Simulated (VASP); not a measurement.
Write the native input for VASP 6.6.1 that does the following.

| Property | Result |
| --- | --- |
| Task | single point |
| Functional | r2SCAN |
| Potentials or basis | VASP PAW PBE potentials, release 64 (Hg, Te) |
| Cutoff | 520 eV |
| k mesh | 14 × 14 × 14 |
| Occupations | gaussian, width 0.15 eV |
| Spin | no spin polarisation |
| Dipole correction | no |
| Further INCAR settings | ALGO = Normal; EDIFF = 1e-06; NBANDS = 16 |

Crystal: HgTe.

```
Hg Te
1.0
     0.00000    3.17515    3.12679
     3.17515    0.00000    3.12679
     3.17515    3.17515    0.00000
Hg Te
1 1
Cartesian
  0.0000 0.0000 0.0000
  4.7627 4.7627 4.6902
```

This cell differs from its parent crystal: strain -0.015 along x and y, -0.030 along z.

One way to write it, as run:

POSCAR

```
HgTe
1.0
    0.0000000000      3.1751475000      3.1267950000
    3.1751475000      0.0000000000      3.1267950000
    3.1751475000      3.1751475000      0.0000000000
Hg Te
1 1
Direct
    0.0000000000      0.0000000000      0.0000000000
    0.7500000000      0.7500000000      0.7500000000
```

INCAR.step1

```
SYSTEM = HgTe
ALGO = Normal
EDIFF = 1E-4
ENCUT = 520
GGA = PE
ISMEAR = 0
LASPH = .True.
LCHARG = .False.
LREAL = .False.
LWAVE = .True.
NBANDS = 16
NELM = 60
PREC = Accurate
SIGMA = 0.15
```

INCAR.step2

```
SYSTEM = HgTe
ALGO = Normal
EDIFF = 1E-6
ENCUT = 520
ISIF = 2
ISMEAR = 0
ISTART = 1
LASPH = .True.
LCHARG = .False.
LMIXTAU = .True.
LREAL = .False.
LWAVE = .False.
METAGGA = R2SCAN
NBANDS = 16
NELM = 60
PREC = Accurate
SIGMA = 0.15
```

KPOINTS

```
k-points
0
Gamma
  14 14 14
  0 0 0
```

Potentials or basis: VASP PAW PBE potentials, release 64 (Hg, Te).

Command:

```console
$ cat potpaw_PBE.64/Hg/POTCAR potpaw_PBE.64/Te/POTCAR > POTCAR
$ cp INCAR.step1 INCAR
$ mpirun -np 1 vasp_std > vasp.out
$ cp INCAR.step2 INCAR
$ mpirun -np 1 vasp_std > vasp.out
```

It gave:

```yaml
Pressure: 6.5 GPa
Band_gap_on_the_k_mesh: 0.06 eV
```

Caveat: the cell differs from its parent crystal (strain -0.015 along x and y, -0.030 along z); the cell stands under pressure; the smearing spreads over this small gap; the PAW data sets were made with another functional, which shifts forces and pressure a little; spin-orbit coupling is left out, which moves the levels of the heavy elements.

Wall time 8.1 min on 1 thread of Intel(R) Xeon(R) Platinum 8488C (Sapphire Rapids), on a shared host, peak memory 0.41 GiB.
